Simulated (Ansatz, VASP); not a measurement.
## GaAs in VASP and in Ansatz

```
Ga As
1.0
     0.00000    2.83309    2.83309
     2.83309    0.00000    2.83309
     2.83309    2.83309    0.00000
Ga As
1 1
Direct
  0.00000 0.00000 0.00000
  0.25000 0.25000 0.25000
```

Alike in both runs: task single point; functional HSE06; k mesh 4 × 4 × 4; occupations methfessel-paxton of order 1, width 0.001 eV; no spin polarisation.

|  | VASP | Ansatz |
| --- | --- | --- |
| version | VASP 6.6.1 | Ansatz 0.2.0 |
| potentials or method | VASP PAW PBE potentials, release 64 (Ga_d, As) | plane waves |
| plane-wave cutoff (eV) | 520 | 420 |
| valence electrons in the cell | 18 | 28 |

Ansatz gave:

| Property | Result |
| --- | --- |
| gap on the k mesh at the Fermi level (eV) | 1.42 |
| pressure (GPa) | 0.9 |

Estimate VASP's values.

gap on the k mesh at the Fermi level (eV): 1.41; pressure (GPa): 0.8.

VASP's potentials hold 18 valence electrons a cell and Ansatz's 28, so a difference there can come from the potentials and not from the codes. Ansatz's warnings: stress exchange threshold loose, stress scf threshold loose.

The k mesh is coarse, so the values compare programs but aren't converged.
